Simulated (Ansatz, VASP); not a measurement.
**CuO in VASP and in Ansatz**

INCAR

```
PREC     = Accurate       # precision mode
ENCUT    = 520            # plane-wave cutoff, eV
EDIFF    = 1E-7           # SCF threshold, eV
ISMEAR   = 0              # smearing method
SIGMA    = 0.1            # smearing width, eV
LREAL    = False          # projectors in reciprocal space
LASPH    = True           # aspherical terms in the spheres
NELM     = 80             # most SCF steps
ALGO     = Normal         # electronic algorithm
ISIF     = 2              # what is computed and relaxed
LWAVE    = False          # write WAVECAR
LCHARG   = False          # write CHGCAR
GGA      = PS             # functional
NBANDS   = 25             # bands
```

KPOINTS

```
regular mesh
0
Gamma
  6 6 4
```

File POSCAR:

```
CuO
1.0
    2.3446500000     -1.7134000000      0.0000000000
    2.3446500000      1.7134000000      0.0000000000
   -0.8605500000      0.0000000000      5.0594400000
Cu O
2 2
Direct
    0.0032000000      0.4968000000      0.0000000000
    0.4968000000      0.0032000000      0.5000000000
    0.5714000000      0.4056000000      0.2537000000
    0.4056000000      0.5714000000      0.7537000000
```

Input for Ansatz:

```yaml
crystal:
  lattice:
    - [2.34465, -1.7134, 0.0]
    - [2.34465, 1.7134, 0.0]
    - [-0.86055, 0.0, 5.05944]
  atoms:
    - { symbol: Cu, position: [0.0032, 0.4968, 0.0] }
    - { symbol: Cu, position: [0.4968, 0.0032, 0.5] }
    - { symbol: O, position: [0.5714, 0.4056, 0.2537] }
    - { symbol: O, position: [0.4056, 0.5714, 0.7537] }
basis:
  ecutwfc: 420
kpoints:
  mp_grid: { grid: [6, 6, 4] }
hamiltonian:
  xc: pbesol
scf:
  occupations: { method: gaussian, width: 0.1 }
output:
  forces: true
  stress: true
  eigenvalues: true
```

Alike in both runs: task single point; functional PBEsol; k mesh 6 × 6 × 4; occupations gaussian, width 0.1 eV; no spin polarisation.

|  | VASP | Ansatz |
| --- | --- | --- |
| version | VASP 6.6.1 | Ansatz 0.2.0 |
| potentials or method | VASP PAW PBE potentials, release 64 (Cu, O), cutoff 520 eV | scalar-relativistic, plane waves, PAW |
| valence electrons in the cell | 34 | 50 |

VASP gave:

| Quantity | Value |
| --- | --- |
| gap on the k mesh at the Fermi level (eV) | none |
| pressure (GPa) | -2.0 |
| traceless stress, the component that is largest in VASP (GPa) | 1.89 |
| rms of the force components (eV/Å) | 0.428 |

Problem. What did Ansatz give for the same quantities?

Solution. gap on the k mesh at the Fermi level (eV): none; pressure (GPa): -2.7; traceless stress, the component that is largest in VASP (GPa): 2.27; rms of the force components (eV/Å): 0.421.

VASP's potentials were made for PBE, not for PBEsol. Atom by atom the forces differ by 0.022 eV/Å (rms over components). A gap of «none» marks a metal or a gap that the smearing closes. VASP's potentials hold 34 valence electrons a cell and Ansatz's 50, so a difference there can come from the potentials and not from the codes.

The k mesh is coarse, so the values compare programs but aren't converged.
